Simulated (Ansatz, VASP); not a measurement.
One calculation of SrCl2, two programs

Contents of POSCAR:

```
SrCl2
1.0
    0.0000000000      3.4976593225      3.4976593225
    3.4976593225      0.0000000000      3.4976593225
    3.4976593225      3.4976593225      0.0000000000
Sr Cl
1 2
Direct
    0.0000000000      0.0000000000      0.0000000000
    0.7500000000      0.7500000000      0.7500000000
    0.2500000000      0.2500000000      0.2500000000
```

Contents of INCAR.step1:

```
ALGO = Normal ; EDIFF = 1E-5
ENCUT = 520 ; GGA = PE
ISIF = 2 ; ISMEAR = 0
LASPH = True ; LCHARG = False
LREAL = False ; LWAVE = True
NBANDS = 19 ; NELM = 100
PREC = Accurate ; SIGMA = 0.01
```

Contents of INCAR.step2:

```
AEXX = 0.1 ; ALGO = Normal
EDIFF = 1E-6 ; ENCUT = 520
ISIF = 2 ; ISMEAR = 0
ISTART = 1 ; LASPH = True
LCHARG = False ; LHFCALC = True
LMIXTAU = True ; LREAL = False
LWAVE = False ; METAGGA = R2SCAN
NBANDS = 19 ; NELM = 100
PREC = Accurate ; PRECFOCK = Normal
SIGMA = 0.01
```

File KPOINTS:

```
k-points
0
Gamma
  4 4 4
```

Input for Ansatz:

```yaml
crystal:
  lattice:
    - [0.0, 3.4976593225, 3.4976593225]
    - [3.4976593225, 0.0, 3.4976593225]
    - [3.4976593225, 3.4976593225, 0.0]
  atoms:
    - { symbol: Sr, position: [0.0, 0.0, 0.0] }
    - { symbol: Cl, position: [0.75, 0.75, 0.75] }
    - { symbol: Cl, position: [0.25, 0.25, 0.25] }
kpoints:
  mp_grid: { grid: [4, 4, 4] }
  band_path:
    path:
      - [0.0, 0.0, 0.0]
      - [0.5, 0.0, 0.5]
      - [0.625, 0.25, 0.625]
      - [0.375, 0.375, 0.75]
      - [0.5, 0.5, 0.5]
      - [0.5, 0.25, 0.75]
      - [0.0, 0.5, 0.5]
    npoints: 1
hamiltonian:
  xc: r2scanh
scf:
  occupations: { method: fixed }
  n_extra_bands: 4
output:
  forces: true
  stress: true
  eigenvalues: true
  write_density: true
  write_potential: true
  elf: true
  volumetric_format: npy
```

Alike in both runs: task single point; functional r2SCANh; k mesh 4 × 4 × 4; no spin polarisation.

|  | VASP | Ansatz |
| --- | --- | --- |
| version | VASP 6.6.1 | Ansatz 0.2.0 |
| potentials or method | VASP PAW PBE potentials, release 64 (Sr_sv, Cl) | plane waves, PAW |
| plane-wave cutoff (eV) | 520 | 500 |
| occupations | gaussian, width 0.01 eV | fixed |
| valence electrons in the cell | 24 | 24 |

```csv
,VASP,Ansatz,Ansatz less VASP
gap on the k mesh at the Fermi level (eV),6.62,6.61,-0.004
pressure (GPa),-0.1,-0.1,-0.02
```

VASP's potentials were made for PBE, not for r2SCANh. Ansatz's warnings: stress exchange threshold loose, stress scf threshold loose.
